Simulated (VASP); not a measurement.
Set up this calculation in VASP 6.6.1, as the native input.

| Item | Value |
| --- | --- |
| Task | single point |
| Functional | PBEsol |
| Potentials or basis | VASP PAW PBE potentials, release 64 (Ni) |
| Cutoff | 520 eV |
| k mesh | 10 × 10 × 10 |
| Occupations | gaussian, width 0.1 eV |
| Spin | collinear spin, ferromagnetic start |
| Starting moments | [0.45] μB |
| Dipole correction | no |
| Further INCAR settings | ALGO = Normal; EDIFF = 1e-07; NBANDS = 15 |

The structure of Ni lies in POSCAR:

```
Ni
1.0
   -1.4489103875      1.4489103875      1.2505525887
    1.4489103875     -1.4489103875      1.2505525887
    1.4489103875      1.4489103875     -1.2505525887
Ni
1
Direct
    0.0000000000      0.0000000000      0.0000000000
```

These files were run (other wordings do the same):

INCAR

```
SYSTEM = Ni
  ALGO = Normal
  EDIFF = 1E-7
  ENCUT = 520
  GGA = PS
  ISIF = 2
  ISMEAR = 0
  ISPIN = 2
  LASPH = .True.
  LCHARG = .False.
  LMAXMIX = 4
  LORBIT = 11
  LREAL = .False.
  LWAVE = .False.
  MAGMOM = 0.45
  NBANDS = 15
  NELM = 150
  PREC = Accurate
  SIGMA = 0.1
```

KPOINTS

```
k-points
0
Gamma
  10 10 10
  0 0 0
```

Potentials or basis: VASP PAW PBE potentials, release 64 (Ni).

Command:

```sh
$ cat potpaw_PBE.64/Ni/POTCAR > POTCAR
$ mpirun -np 1 vasp_std > vasp.out
```

Results of the run:

| Property | Result |
| --- | --- |
| Pressure | 0.0 GPa |
| Net moment | 0.64 μB per cell |
| Site moments | Ni +0.65 μB |
| Valence electrons inside the program's atomic spheres | Ni 9.39 |

Caveat: the PAW data sets were made with another functional, which shifts forces and pressure a little.

Run time: 30 s on 1 thread of Intel(R) Xeon(R) Platinum 8259CL CPU @ 2.50GHz (Skylake/Cascade Lake) (shared host), peak memory 0.14 GiB.
